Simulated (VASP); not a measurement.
# CdSe (F-43m) in VASP: notebook

Aim: see how the results for CdSe move with the level of theory and the settings. Levels: PBE+D4, LDA. Tasks: relaxation of cell and atoms.

Everything below comes from runs of VASP 6.6.1. Logs are shortened: lines on timing, memory, paths and dates and some standing lists are left out, and cuts for length are marked.

**1. The cell of the first run**

It takes space group F-43m (No. 216, cubic). Conventional cell: a = 6.141 Å, b = 6.141 Å, c = 6.141 Å, α = 90.00°, β = 90.00°, γ = 90.00°. Cd (site symmetry -43m) has 4 Se at 2.66 Å within 3.5 Å. Within 3.5 Å of Se (site symmetry -43m) lie 4 Cd at 2.66 Å.

**2. Relaxation of cell and atoms, PBE+D4**

File INCAR:

```
SYSTEM = CdSe
PREC = Accurate
ENCUT = 600
EDIFF = 1E-7
ISMEAR = -1
SIGMA = 0.05
LREAL = .False.
LASPH = .True.
NELM = 60
ALGO = Normal
ISIF = 3
LWAVE = .False.
LCHARG = .False.
GGA = PE
IVDW = 13
IBRION = 2
NSW = 60
EDIFFG = -0.01
```

File KPOINTS:

```
regular mesh
0
Gamma
  8 8 8
  0 0 0
```

File POSCAR:

```
CdSe
1.0
    0.0000000000      3.0702711986      3.0702711986
    3.0702711986      0.0000000000      3.0702711986
    3.0702711986      3.0702711986      0.0000000000
Cd Se
1 1
Direct
    0.0000000000      0.0000000000      0.0000000000
    0.2500000000      0.2500000000      0.2500000000
```

Potentials or basis: VASP PAW PBE potentials, release 64 (Cd, Se).

On the command line:

```
cat potpaw_PBE.64/Cd/POTCAR potpaw_PBE.64/Se/POTCAR > POTCAR
mpirun -np 1 vasp_std > vasp.out
```

OUTCAR:

```text
SYSTEM = CdSe
   PREC = Accurate
   ENCUT = 600
   EDIFF = 1E-7
   ISMEAR = -1
   LREAL = .False.
   LASPH = .True.
   NELM = 60
   ISIF = 3
   GGA = PE
   IVDW = 13
   IBRION = 2
   NSW = 60
   EDIFFG = -0.01

 ion  position               nearest neighbor table
   1  0.000  0.000  0.000-   2 2.66   2 2.66   2 2.66   2 2.66
   2  0.250  0.250  0.250-   1 2.66   1 2.66   1 2.66   1 2.66

  LATTYP: Found a face centered cubic cell.
 ALAT       =     6.1405423972

  Lattice vectors:

 A1 = (   0.0000000000,   3.0702711986,   3.0702711986)
 A2 = (   3.0702711986,   0.0000000000,   3.0702711986)
 A3 = (   3.0702711986,   3.0702711986,   0.0000000000)

Analysis of symmetry for initial positions (statically):
=====================================================================
 Subroutine PRICEL returns:
 Original cell was already a primitive cell.

 Routine SETGRP: Setting up the symmetry group for a
 face centered cubic supercell.

 Subroutine GETGRP returns: Found 24 space group operations
 (whereof 24 operations were pure point group operations)
 out of a pool of 48 trial point group operations.

The static configuration has the point symmetry T_d .

Analysis of symmetry for dynamics (positions and initial velocities):
=====================================================================
 Subroutine PRICEL returns:
 Original cell was already a primitive cell.

 Routine SETGRP: Setting up the symmetry group for a
 face centered cubic supercell.

 Subroutine GETGRP returns: Found 24 space group operations
 (whereof 24 operations were pure point group operations)
 out of a pool of 48 trial point group operations.

The dynamic configuration has the point symmetry T_d .

 Subroutine INISYM returns: Found 24 space group operations
 (whereof 24 operations are pure point group operations),
 and found     1 'primitive' translations

----------------------------------------------------------------------------------------

                                     Primitive cell

  volume of cell :      57.8842

  direct lattice vectors                    reciprocal lattice vectors
     0.000000000  3.070271199  3.070271199    -0.162852063  0.162852063  0.162852063
     3.070271199  0.000000000  3.070271199     0.162852063 -0.162852063  0.162852063
     3.070271199  3.070271199  0.000000000     0.162852063  0.162852063 -0.162852063

  length of vectors
     4.342019169  4.342019169  4.342019169     0.282068048  0.282068048  0.282068048

  position of ions in fractional coordinates (direct lattice)
     0.000000000  0.000000000  0.000000000
     0.250000000  0.250000000  0.250000000

  ion indices of the primitive-cell ions
   primitive index   ion index
                 1           1
                 2           2

----------------------------------------------------------------------------------------

 KPOINTS: regular mesh

[... 69 lines left out ...]
   EDIFFG = -.1E-01   stopping-criterion for IOM
   NSW    =     60    number of steps for IOM
   IBRION =      2    ionic relax: 0-MD 1-quasi-New 2-CG
   NFREE  =      1    steps in history (QN), initial steepest desc. (CG)
   ISIF   =      3    stress and relaxation
   ISYM   =      2    0-nonsym 1-usesym 2-fastsym
   POTIM  = 0.5000    time-step for ionic-motion
   TEBEG  =    0.0;   TEEND  =   0.0 temperature during run
   PSTRESS=    0.0 pullay stress
   NELECT =      18.0000    total number of electrons
   NUPDOWN=      -1.0000    fix difference up-down
   EMIN   =  10.00;   EMAX   =-10.00  energy-range for DOS
   EFERMI =   0.00;   METHOD = LEGACY
   ISMEAR =    -1;   SIGMA  =   0.05  broadening in eV -4-tet -1-fermi 0-gaus
   EFERMI_NEDOS =   21; number of points for ismear=-14 and -15
   IALGO  =     38    algorithm
   IMIX   =      4    mixing-type and parameters
     AMIX     =   0.40;   BMIX     =  1.00
     AMIX_MAG =   1.60;   BMIX_MAG =  1.00
  volume/ion in A,a.u.               =      28.94       195.31
  Fermi-wavevector in a.u.,A,eV,Ry     =   1.109121  2.095935 16.737199  1.230149
  Thomas-Fermi vector in A             =   2.245657
   LORBIT       =      0    0 simple, 1 ext, 2 COOP (PROOUT), +10 PAW based schemes
   GGA     = PE    functional components
   LHFCALC =     F    Hartree Fock is set to
   AEXX    =    0.0000 exact exchange contribution
   IVDW    =    13    specifies the selected vdW correction
   LEPSILON=     F    determine dielectric tensor
   LRPA    =     F    only Hartree local field effects (RPA)
 conjugate gradient relaxation of ions
 non-spin polarized calculation
  energy-cutoff  :      600.00
  volume of cell :       57.88
 maximum number of plane-waves:      1964
   NGX = 17   NGY = 17   NGZ = 17

--------------------------------------- Ionic step        1  -------------------------------------------

 number of electron      17.9999997 magnetization

 Free energy of the ion-electron system (eV)
  ---------------------------------------------------
  ext. energy  EPLUGINS =         0.00000000
  ---------------------------------------------------
  free energy    TOTEN  =        -5.49018835 eV

  energy without entropy =       -5.49016353  energy(sigma->0) =       -5.49017594

------------------------ aborting loop because EDIFF is reached ----------------------------------------

  DFT-D4 for vdW energy calculation

  Edisp (eV):   -0.62649
[... 71 lines left out ...]
--------------------------------------- Ionic step        3  -------------------------------------------

 number of electron      17.9999997 magnetization

 Free energy of the ion-electron system (eV)
  ---------------------------------------------------
  ext. energy  EPLUGINS =         0.00000000
  ---------------------------------------------------
  free energy    TOTEN  =        -5.48484506 eV

  energy without entropy =       -5.48482395  energy(sigma->0) =       -5.48483451

 E-fermi :   1.1078     XC(G=0):  -8.7944

 val. band max:        0.7844255806   @ k =   0.0000   0.0000   0.0000
 cond. band min:       1.3519578303   @ k =   0.0000   0.0000   0.0000
 fundamental gap:      0.5675322496
 Fermi energy:         1.1077909045

 k-point     1 :       0.0000    0.0000    0.0000
  band No.  band energies     occupation
      1     -11.6984      2.00000
      2      -7.0848      2.00000
      3      -7.0848      2.00000
      4      -7.0848      2.00000
      5      -6.7316      2.00000
      6      -6.7316      2.00000
      7       0.7844      1.99690
      8       0.7844      1.99690
      9       0.7844      1.99690
     10       1.3520      0.01503
     11       6.7188      0.00000
     12       6.7188      0.00000
     13       6.7188      0.00000
[... 354 lines left out ...]
  band No.  band energies     occupation
      1     -11.2881      2.00000
      2      -6.9614      2.00000
      3      -6.9384      2.00000
      4      -6.7495      2.00000
      5      -6.7160      2.00000
      6      -6.3692      2.00000
      7      -3.2500      2.00000
      8      -1.1340      2.00000
      9      -0.3932      2.00000
     10       4.5988      0.00000
     11       6.2552      0.00000
     12       7.5802      0.00000
     13       8.7436      0.00000

 [... further k-points ...]

------------------------ aborting loop because EDIFF is reached ----------------------------------------

  DFT-D4 for vdW energy calculation

  Edisp (eV):   -0.63249
[... 25 lines left out ...]
  FREE ENERGIE OF THE ION-ELECTRON SYSTEM (eV)
  ---------------------------------------------------
  free  energy   TOTEN  =        -6.1173367191 eV

  energy  without entropy=       -6.1173156084  energy(sigma->0) =       -6.11732616

 reached required accuracy - stopping structural energy minimisation
```

OSZICAR:

```text
N       E                     dE             d eps       ncg     rms          rms(c)
DAV:   1     0.119102096348E+03    0.11910E+03   -0.95727E+03   754   0.138E+03
DAV:   2    -0.568029305079E+00   -0.11967E+03   -0.11340E+03   864   0.304E+02
DAV:   3    -0.584077232479E+01   -0.52727E+01   -0.52596E+01   894   0.659E+01
[... 24 lines left out ...]
DAV:   3    -0.548486189316E+01    0.10461E-03   -0.27232E-04   784   0.188E-01    0.717E-02
DAV:   4    -0.548484667563E+01    0.15218E-04   -0.19485E-05   774   0.434E-02    0.114E-02
DAV:   5    -0.548484515137E+01    0.15243E-05   -0.38571E-06   879   0.296E-02    0.414E-03
DAV:   6    -0.548484499200E+01    0.15937E-06   -0.63452E-07   789   0.115E-02    0.143E-03
DAV:   7    -0.548484506194E+01   -0.69946E-07   -0.54496E-08   542   0.188E-03
   3 F= -.61173367E+01 E0= -.61173262E+01  d E =-.653613E-03
```

CONTCAR:

```text
CdSe
   1.00000000000000
    -0.0000000000000000    3.0615736579638138    3.0615736579638138
     3.0615736579638138    0.0000000000000000    3.0615736579638138
     3.0615736579638138    3.0615736579638138   -0.0000000000000000
  Cd              Se
     1     1
Direct
     0.0000000000000000    0.0000000000000000    0.0000000000000000
     0.2500000000000000    0.2500000000000000    0.2500000000000000

  0.00000000E+00  0.00000000E+00  0.00000000E+00
  0.00000000E+00  0.00000000E+00  0.00000000E+00
```

Run time: 1.9 min. Hardware: 1 thread of Intel Xeon 8259CL, shared host; peak memory 0.23 GiB.

Results:

```
Free energy                            : -6.1173 eV
Relaxed volume                         : 28.70 Å³/atom
Relaxed cell                           : a = 4.330 Å, b = 4.330 Å, c = 4.330 Å, α = 60.00°, β = 60.00°, γ = 60.00°
Space group after relaxing (to 0.05 Å) : F-43m (No. 216)
Energy gained by relaxing              : 0.3 meV/atom
Ionic steps                            : 3
Pressure after relaxing                : 0.0 GPa
Band gap on the k mesh                 : 0.57 eV, direct
Dispersion energy per atom             : -0.316 eV
```

Step by step:
```csv
step,energy change (eV),largest force (eV/Å),pressure (GPa),volume (Å³)
1,0.0000,0.0000,-0.42,57.88
2,-0.0006,0.0000,0.13,57.25
3,-0.0007,0.0000,0.00,57.39
```

Final structure:
```yaml
crystal:
  lattice:
    - [0.00000, 3.06157, 3.06157]
    - [3.06157, 0.00000, 3.06157]
    - [3.06157, 3.06157, 0.00000]
  atoms:
    - { symbol: Cd, position: [0.00000, 0.00000, 0.00000] }
    - { symbol: Se, position: [0.25000, 0.25000, 0.25000] }
```

**3. Relaxation of cell and atoms, LDA**

File INCAR:

```
ALGO = Normal
EDIFF = 1E-6
EDIFFG = -0.01
ENCUT = 600
IBRION = 2
ISIF = 3
ISMEAR = -1
LASPH = T
LCHARG = F
LREAL = F
LWAVE = F
NELM = 60
NSW = 60
PREC = Accurate
SIGMA = 0.05
```

File KPOINTS:

```
k-points
0
Gamma
  8 8 8
```

POSCAR is that of step 2.

Potentials or basis: VASP PAW LDA potentials, release 64 (Cd, Se).

On the command line:

```
cat potpaw_LDA.64/Cd/POTCAR potpaw_LDA.64/Se/POTCAR > POTCAR
mpirun -np 1 vasp_std > vasp.out
```

Wall time 93 s (1 thread of Intel Xeon 8259CL, shared host); peak memory 0.2 GiB.

The run converged. Its results:

* Free energy: -6.7629 eV
* Relaxed volume: 27.31 Å³/atom
* Relaxed cell: a = 4.259 Å, b = 4.259 Å, c = 4.259 Å, α = 60.00°, β = 60.00°, γ = 60.00°
* Space group after relaxing (to 0.05 Å): F-43m (No. 216)
* Energy gained by relaxing: 15.8 meV/atom
* Ionic steps: 3
* Pressure after relaxing: 0.0 GPa
* Band gap on the k mesh: 0.42 eV, direct

The path:
| step | energy change (eV) | largest force (eV/Å) | pressure (GPa) | volume (Å³) |
| --- | --- | --- | --- | --- |
| 1 | 0.0000 | 0.0000 | -2.93 | 57.88 |
| 2 | -0.0278 | 0.0000 | 1.17 | 53.57 |
| 3 | -0.0316 | 0.0000 | -0.01 | 54.61 |

Final structure:
```yaml
crystal:
  lattice:
    - [0.00000, 3.01131, 3.01131]
    - [3.01131, 0.00000, 3.01131]
    - [3.01131, 3.01131, 0.00000]
  atoms:
    - { symbol: Cd, position: [0.00000, 0.00000, 0.00000] }
    - { symbol: Se, position: [0.25000, 0.25000, 0.25000] }
```

Levels at points of the mesh, in eV from the valence-band top:
```tsv
k point	band 5	band 6	band 7	band 8	band 9	band 10	band 11	band 12	band 13
(0.00, 0.00, 0.00)	-7.65	-7.65	0.00	0.00	0.00	0.42	5.80	5.80	5.80
(0.50, 0.00, 0.00)	-7.62	-7.33	-4.66	-0.81	-0.81	2.23	6.32	6.32	7.28
(0.50, 0.50, 0.00)	-7.58	-7.27	-4.30	-1.99	-1.99	2.88	3.64	9.02	10.20
```
